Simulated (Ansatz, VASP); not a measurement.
**Two plane-wave programs on PbSe**

INCAR

```
SYSTEM = PbSe
ALGO = Normal
EDIFF = 1E-7
ENCUT = 520
GGA = PE
ISIF = 2
ISMEAR = -1
LASPH = .TRUE.
LCHARG = .TRUE.
LELF = .TRUE.
LREAL = .FALSE.
LVHAR = .TRUE.
LWAVE = .FALSE.
NBANDS = 17
NELM = 60
PREC = Accurate
SIGMA = 0.05
```

Contents of KPOINTS:

```
k-points
0
G
  7 7 7
  0 0 0
```

File POSCAR:

```
PbSe
1.0
    3.8093844655      0.0000000000      0.0000000000
    0.0000000000      3.8093844655      0.0000000000
    0.0000000000      0.0000000000      3.8093844655
Pb Se
1 1
Direct
    0.0000000000      0.0000000000      0.0000000000
    0.5000000000      0.5000000000      0.5000000000
```

input.yaml

```yaml
crystal:
  lattice:
    - [3.8093844655, 0.0, 0.0]
    - [0.0, 3.8093844655, 0.0]
    - [0.0, 0.0, 3.8093844655]
  atoms:
    - { symbol: Pb, position: [0.0, 0.0, 0.0] }
    - { symbol: Se, position: [0.5, 0.5, 0.5] }
hamiltonian:
  xc: pbe
  pseudopotentials: { kind: paw, azcp: { folder: soft_1 } }
kpoints:
  mp_grid: { grid: [7, 7, 7] }
scf:
  occupations: { method: fermi_dirac, width: 0.05 }
output:
  forces: true
  stress: true
  eigenvalues: true
```

Alike in both runs: task single point; functional PBE; k mesh 7 × 7 × 7; occupations fermi-dirac, width 0.05 eV; no spin polarisation.

|  | VASP | Ansatz |
| --- | --- | --- |
| version | VASP 6.6.1 | Ansatz 0.2.0 |
| potentials or method | VASP PAW PBE potentials, release 64 (Pb_d, Se) | Ansatz PAW soft_1 |
| plane-wave cutoff (eV) | 520 | 420 |
| valence electrons in the cell | 20 | 30 |

```csv
,VASP,Ansatz,Ansatz less VASP
gap on the k mesh at the Fermi level (eV),none,none,-
pressure (GPa),-1.1,-1.0,+0.01
```

A gap of «none» marks a metal or a gap that the smearing closes. The functional is the same, so the differences come from potentials, cutoffs and numerics. VASP's potentials hold 20 valence electrons a cell and Ansatz's 30, so a difference there can come from the potentials and not from the codes.

Spin-orbit coupling is off throughout.
